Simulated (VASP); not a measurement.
# LiNbO3 (R3c) in VASP: single point with PBE

Aim: the single point of LiNbO3 with PBE.

All numbers are computed with VASP 6.6.1; they aren't measurements. Logs are shortened: lines on timing, memory, paths and dates and some standing lists are left out, and cuts for length are marked.

## Step 1: The cell of the first run

The structure is trigonal, space group R3c (No. 161). Conventional cell: a = 5.190 Å, b = 5.190 Å, c = 14.016 Å, α = 90.00°, β = 90.00°, γ = 120.00°. Within 2.8 Å of Li (site symmetry 3) lie 6 O at 2.08 to 2.27 Å. Nb (site symmetry 3) has 6 O at 1.88 to 2.16 Å within 2.5 Å. O (site symmetry 1) has 2 Nb at 1.88 to 2.16 Å and 2 Li at 2.08 to 2.27 Å within 2.5 Å.

## Step 2: Single point, PBE

INCAR

```
SYSTEM = LiNbO3
PREC = Accurate ; ENCUT = 520
EDIFF = 1E-6 ; ISMEAR = 0
SIGMA = 0.05 ; LREAL = .False.
LASPH = .True. ; NELM = 100
ALGO = Normal ; ISIF = 2
LWAVE = .False. ; LCHARG = .True.
GGA = PE ; LELF = .True.
LVHAR = .True. ; NBANDS = 45
```

KPOINTS

```
Automatic mesh
0
Gamma
  6 6 6
  0 0 0
```

POSCAR

```
LiNbO3
1.0
    2.5950184682      1.4982346112      4.6719245601
   -2.5950184682      1.4982346112      4.6719245601
    0.0000000000     -2.9964692223      4.6719245601
Li Nb O
2 2 6
Direct
    0.2815913687      0.2815913687      0.2815913687
    0.7815913687      0.7815913687      0.7815913687
    0.0004900497      0.0004900497      0.0004900497
    0.5004900497      0.5004900497      0.5004900497
    0.1104619503      0.3580262714      0.7211003599
    0.7211003599      0.1104619503      0.3580262714
    0.3580262714      0.7211003599      0.1104619503
    0.2211003599      0.8580262714      0.6104619503
    0.8580262714      0.6104619503      0.2211003599
    0.6104619503      0.2211003599      0.8580262714
```

Potentials or basis: VASP PAW PBE potentials, release 64 (Li_sv, Nb_sv, O).

Launch:

```
$ cat potpaw_PBE.64/Li_sv/POTCAR potpaw_PBE.64/Nb_sv/POTCAR potpaw_PBE.64/O/POTCAR > POTCAR
$ mpirun -np 1 vasp_std > vasp.out
```

OUTCAR:

```text
SYSTEM = LiNbO3
   PREC = Accurate
   ENCUT = 520
   EDIFF = 1E-6
   ISMEAR = 0
   LREAL = .False.
   LASPH = .True.
   NELM = 100
   ISIF = 2
   GGA = PE

 ion  position               nearest neighbor table
   1  0.282  0.282  0.282-  10 2.08   9 2.08   8 2.08   5 2.27   6 2.27   7 2.27
   2  0.782  0.782  0.782-   6 2.08   5 2.08   7 2.08   9 2.27  10 2.27   8 2.27
   3  0.000  0.000  0.000-   6 1.88   7 1.88   5 1.88   8 2.16  10 2.16   9 2.16
   4  0.500  0.500  0.500-  10 1.88   8 1.88   9 1.88   7 2.16   6 2.16   5 2.16
   5  0.110  0.358  0.721-   3 1.88   2 2.08   4 2.16   1 2.27
   6  0.721  0.110  0.358-   3 1.88   2 2.08   4 2.16   1 2.27
   7  0.358  0.721  0.110-   3 1.88   2 2.08   4 2.16   1 2.27
   8  0.221  0.858  0.610-   4 1.88   1 2.08   3 2.16   2 2.27
   9  0.858  0.610  0.221-   4 1.88   1 2.08   3 2.16   2 2.27
  10  0.610  0.221  0.858-   4 1.88   1 2.08   3 2.16   2 2.27

  LATTYP: Found a trigonal (rhomboedric) cell.
 ALAT       =     5.5502889020
 COS(alpha) =     0.5628004335

  Lattice vectors:

 A1 = (   2.5950184682,   1.4982346112,   4.6719245601)
 A2 = (  -2.5950184682,   1.4982346112,   4.6719245601)
 A3 = (   0.0000000000,  -2.9964692223,   4.6719245601)

Analysis of symmetry for initial positions (statically):
=====================================================================
 Subroutine PRICEL returns:
 Original cell was already a primitive cell.

 Routine SETGRP: Setting up the symmetry group for a
 trigonal (rhombohedral) supercell.

 Subroutine GETGRP returns: Found  6 space group operations
 (whereof  3 operations were pure point group operations)
 out of a pool of 12 trial point group operations.

The static configuration has the point symmetry C_3 .
 The point group associated with its full space group is C_3v.

Analysis of symmetry for dynamics (positions and initial velocities):
=====================================================================
 Subroutine PRICEL returns:
 Original cell was already a primitive cell.

 Routine SETGRP: Setting up the symmetry group for a
 trigonal (rhombohedral) supercell.

 Subroutine GETGRP returns: Found  6 space group operations
 (whereof  3 operations were pure point group operations)
 out of a pool of 12 trial point group operations.

The dynamic configuration has the point symmetry C_3 .
 The point group associated with its full space group is C_3v.

 Subroutine INISYM returns: Found  6 space group operations
 (whereof  3 operations are pure point group operations),
 and found     1 'primitive' translations

----------------------------------------------------------------------------------------

                                     Primitive cell

  volume of cell :     108.9852

  direct lattice vectors                    reciprocal lattice vectors
     2.595018468  1.498234611  4.671924560     0.192676856  0.111242035  0.071348184
    -2.595018468  1.498234611  4.671924560    -0.192676856  0.111242035  0.071348184
     0.000000000 -2.996469222  4.671924560     0.000000000 -0.222484069  0.071348184

  length of vectors
     5.550288902  5.550288902  5.550288902     0.233644440  0.233644440  0.233644440

  position of ions in fractional coordinates (direct lattice)
     0.281591369  0.281591369  0.281591369
     0.781591369  0.781591369  0.781591369
     0.000490050  0.000490050  0.000490050
     0.500490050  0.500490050  0.500490050
     0.110461950  0.358026271  0.721100360
     0.721100360  0.110461950  0.358026271
     0.358026271  0.721100360  0.110461950
     0.221100360  0.858026271  0.610461950
     0.858026271  0.610461950  0.221100360
     0.610461950  0.221100360  0.858026271

  ion indices of the primitive-cell ions
   primitive index   ion index
                 1           1
                 2           2
                 3           3
                 4           4
                 5           5
                 6           6
                 7           7
                 8           8
                 9           9
                10          10

----------------------------------------------------------------------------------------

 KPOINTS: Automatic mesh

Automatic generation of k-mesh.
 Grid dimensions read from file:
 generate k-points for:    6    6    6

 Generating k-lattice:

  Cartesian coordinates                     Fractional coordinates (reciprocal lattice)
     0.032112809  0.018540339  0.011891364     0.166666667 -0.000000000  0.000000000
    -0.032112809  0.018540339  0.011891364    -0.000000000  0.166666667  0.000000000
     0.000000000 -0.037080678  0.011891364     0.000000000  0.000000000  0.166666667

  Length of vectors
     0.038940740  0.038940740  0.038940740

  Shift w.r.t. Gamma in fractional coordinates (k-lattice)
     0.000000000  0.000000000  0.000000000

 Subroutine IBZKPT returns following result:
 ===========================================

 Found     32 irreducible k-points:

 Following reciprocal coordinates:
            Coordinates               Weight
  0.000000  0.000000  0.000000      1.000000
  0.166667 -0.000000  0.000000      6.000000
  0.333333 -0.000000  0.000000      6.000000
  0.500000 -0.000000 -0.000000      3.000000
  0.166667  0.166667 -0.000000      6.000000
  0.333333  0.166667 -0.000000     12.000000
[... 16 lines left out ...]
  0.500000  0.500000  0.166667      6.000000
 -0.333333  0.500000  0.166667     12.000000
 [... further k-points ...]
   k-points           NKPTS =     32   k-points in BZ     NKDIM =     32   number of bands    NBANDS=     45
   number of dos      NEDOS =    301   number of ions     NIONS =     10
   total plane-waves  NPLWV =  74088
   dimension x,y,z NGX =    42 NGY =   42 NGZ =   42
   dimension x,y,z NGXF=    84 NGYF=   84 NGZF=   84
   ions per type =               2   2   6
   NGX,Y,Z   is equivalent  to a cutoff of  12.58, 12.58, 12.58 a.u.
   NGXF,Y,Z  is equivalent  to a cutoff of  25.16, 25.16, 25.16 a.u.
 SYSTEM =  LiNbO3
   PREC   = accura    normal or accurate (medium, high low for compatibility)
   ISTART =      0    job   : 0-new  1-cont  2-samecut
   ICHARG =      2    charge: 1-file 2-atom 10-const
   ISPIN  =      1    spin polarized calculation?
   LNONCOLLINEAR =      F non collinear calculations
   LSORBIT =      F    spin-orbit coupling
   LASPH  =      T    aspherical Exc in radial PAW
   ENCUT  =  520.0 eV  38.22 Ry    6.18 a.u.  10.32 10.32 10.32*2*pi/ulx,y,z
   NELM   =    100;   NELMIN=  2; NELMDL= -5     # of ELM steps
   EDIFF  = 0.1E-05   stopping-criterion for ELM
   LREAL  =      F    real-space projection
   EDIFFG = 0.1E-04   stopping-criterion for IOM
   NSW    =      0    number of steps for IOM
   IBRION =     -1    ionic relax: 0-MD 1-quasi-New 2-CG
   NFREE  =      0    steps in history (QN), initial steepest desc. (CG)
   ISIF   =      2    stress and relaxation
   ISYM   =      2    0-nonsym 1-usesym 2-fastsym
   POTIM  = 0.5000    time-step for ionic-motion
   TEBEG  =    0.0;   TEEND  =   0.0 temperature during run
   PSTRESS=    0.0 pullay stress
   NELECT =      68.0000    total number of electrons
   NUPDOWN=      -1.0000    fix difference up-down
   EMIN   =  10.00;   EMAX   =-10.00  energy-range for DOS
   EFERMI =   0.00;   METHOD = LEGACY
   ISMEAR =     0;   SIGMA  =   0.05  broadening in eV -4-tet -1-fermi 0-gaus
   EFERMI_NEDOS =   21; number of points for ismear=-14 and -15
   IALGO  =     38    algorithm
   IMIX   =      4    mixing-type and parameters
     AMIX     =   0.40;   BMIX     =  1.00
     AMIX_MAG =   1.60;   BMIX_MAG =  1.00
  volume/ion in A,a.u.               =      10.90        73.55
  Fermi-wavevector in a.u.,A,eV,Ry     =   1.398906  2.643550 26.625777  1.956939
  Thomas-Fermi vector in A             =   2.522018
   LORBIT       =      0    0 simple, 1 ext, 2 COOP (PROOUT), +10 PAW based schemes
   GGA     = PE    functional components
   LHFCALC =     F    Hartree Fock is set to
   AEXX    =    0.0000 exact exchange contribution
   IVDW    =     0    specifies the selected vdW correction
   LEPSILON=     F    determine dielectric tensor
   LRPA    =     F    only Hartree local field effects (RPA)
 non-spin polarized calculation
 Gauss-broadening in eV      SIGMA  =   0.05
  energy-cutoff  :      520.00
  volume of cell :      108.99
 maximum number of plane-waves:      2964
 NGX is ok and might be reduce to    42
   NGX = 21   NGY = 21   NGZ = 21

 number of electron      67.9999999 magnetization

 Free energy of the ion-electron system (eV)
  ---------------------------------------------------
  ext. energy  EPLUGINS =         0.00000000
  ---------------------------------------------------
  free energy    TOTEN  =       -80.04207042 eV

  energy without entropy =      -80.04207042  energy(sigma->0) =      -80.04207042

 E-fermi :   3.6391     XC(G=0): -10.6667

 val. band max:        3.3202566302   @ k =   0.1667   0.1667   0.1667
 cond. band min:       6.8828842412   @ k =   0.5000   0.3333  -0.0000
 fundamental gap:      3.5626276110
 Fermi energy:         3.6390771061

 k-point     1 :       0.0000    0.0000    0.0000
  band No.  band energies     occupation
      1     -50.9121      2.00000
      2     -50.8988      2.00000
      3     -39.3453      2.00000
      4     -39.3431      2.00000
      5     -27.1859      2.00000
      6     -27.1859      2.00000
[... 37 lines left out ...]
     44      13.0278      0.00000
     45      13.0330      0.00000

 k-point     2 :       0.1667   -0.0000    0.0000
  band No.  band energies     occupation
      1     -50.9112      2.00000
      2     -50.8997      2.00000
      3     -39.3452      2.00000
      4     -39.3433      2.00000
      5     -27.1780      2.00000
      6     -27.1769      2.00000
[... 37 lines left out ...]
     44      12.9351      0.00000
     45      12.9762      0.00000

 k-point     3 :       0.3333   -0.0000    0.0000
  band No.  band energies     occupation
      1     -50.9088      2.00000
      2     -50.9021      2.00000
      3     -39.3448      2.00000
      4     -39.3437      2.00000
      5     -27.1550      2.00000
      6     -27.1518      2.00000
[... 37 lines left out ...]
     44      12.7361      0.00000
     45      12.7718      0.00000

 k-point     4 :       0.5000   -0.0000   -0.0000
  band No.  band energies     occupation
      1     -50.9054      2.00000
      2     -50.9054      2.00000
      3     -39.3442      2.00000
      4     -39.3442      2.00000
      5     -27.1208      2.00000
      6     -27.1208      2.00000
[... 901 lines left out ...]
     44      12.6878      0.00000
     45      12.9324      0.00000

 k-point    23 :       0.5000    0.5000    0.1667
  band No.  band energies     occupation
      1     -50.9074      2.00000
      2     -50.9035      2.00000
      3     -39.3446      2.00000
      4     -39.3439      2.00000
      5     -27.1851      2.00000
      6     -27.1757      2.00000
[... 37 lines left out ...]
     44      12.7210      0.00000
     45      13.2032      0.00000

 k-point    24 :      -0.3333    0.5000    0.1667
  band No.  band energies     occupation
      1     -50.9065      2.00000
      2     -50.9043      2.00000
      3     -39.3445      2.00000
      4     -39.3440      2.00000
      5     -27.1869      2.00000
      6     -27.1854      2.00000
[... 37 lines left out ...]
     44      12.6492      0.00000
     45      13.6010      0.00000

 [... further k-points ...]

------------------------ aborting loop because EDIFF is reached ----------------------------------------

  FORCE on cell =-STRESS in cart. coord.  units (eV):
  Direction    XX          YY          ZZ          XY          YZ          ZX
  --------------------------------------------------------------------------------------
  -------------------------------------------------------------------------------------
  Total       -0.2028501     -0.2028501     -0.2064755      0.0000000     -0.0000000      0.0000000
  in kB       -2.9820739     -2.9820739     -3.0353708      0.0000000     -0.0000000      0.0000000
  external PRESSURE =      -2.9998395 kB  Pullay stress =       0.0000000 kB

 VOLUME and BASIS-vectors are now :
 -----------------------------------------------------------------------------
  energy-cutoff  :      520.00
  volume of cell :      108.99
      direct lattice vectors                 reciprocal lattice vectors
     2.595018468  1.498234611  4.671924560     0.192676856  0.111242035  0.071348184
    -2.595018468  1.498234611  4.671924560    -0.192676856  0.111242035  0.071348184
     0.000000000 -2.996469222  4.671924560     0.000000000 -0.222484069  0.071348184

 POSITION                                       TOTAL-FORCE (eV/Angst)
 -----------------------------------------------------------------------------------
      0.00000      0.00000      3.94672         0.000000      0.000000      0.004398
      0.00000      0.00000     10.95461         0.000000      0.000000      0.004398
      0.00000      0.00000      0.00687         0.000000     -0.000000     -0.037842
      0.00000      0.00000      7.01476         0.000000     -0.000000     -0.037842
     -0.64243     -1.45885      5.55767         0.007614      0.005996      0.011148
      1.58462      0.17306      5.55767        -0.008999      0.003596      0.011148
     -0.94218      1.28579      5.55767         0.001386     -0.009592      0.011148
     -1.65283     -0.21245      7.89363        -0.001386     -0.009592      0.011148
      0.64243      1.53762      7.89363        -0.007614      0.005996      0.011148
      1.01040     -1.32517      7.89363         0.008999      0.003596      0.011148
 -----------------------------------------------------------------------------------
    total drift:                                0.000000     -0.000001     -0.000663

  FREE ENERGIE OF THE ION-ELECTRON SYSTEM (eV)
  ---------------------------------------------------
  free  energy   TOTEN  =       -80.0420704239 eV

  energy  without entropy=      -80.0420704239  energy(sigma->0) =      -80.04207042
```

Wall time 5.4 min (1 thread of Intel Xeon 8259CL, shared host); peak memory 0.32 GiB.

What came out:

| Property | Result |
| --- | --- |
| Free energy | -80.0421 eV |
| Largest force | 0.038 eV/Å |
| Band gap on the k mesh | 3.56 eV (least direct gap 3.58 eV) |

Forces in eV/Å, atoms in the order of the input:
```
Li   0.000  0.000  0.004
Li   0.000  0.000  0.004
Nb   0.000  0.000 -0.038
Nb   0.000  0.000 -0.038
O    0.008  0.006  0.011
O   -0.009  0.004  0.011
O    0.001 -0.010  0.011
O   -0.001 -0.010  0.011
O   -0.008  0.006  0.011
O    0.009  0.004  0.011
```

Caveat: the cutoff is under 1.25 times the usual one of these potentials, so pressure, stress and relaxed cells hold a basis-set (Pulay) error. A k mesh can miss the band edges.
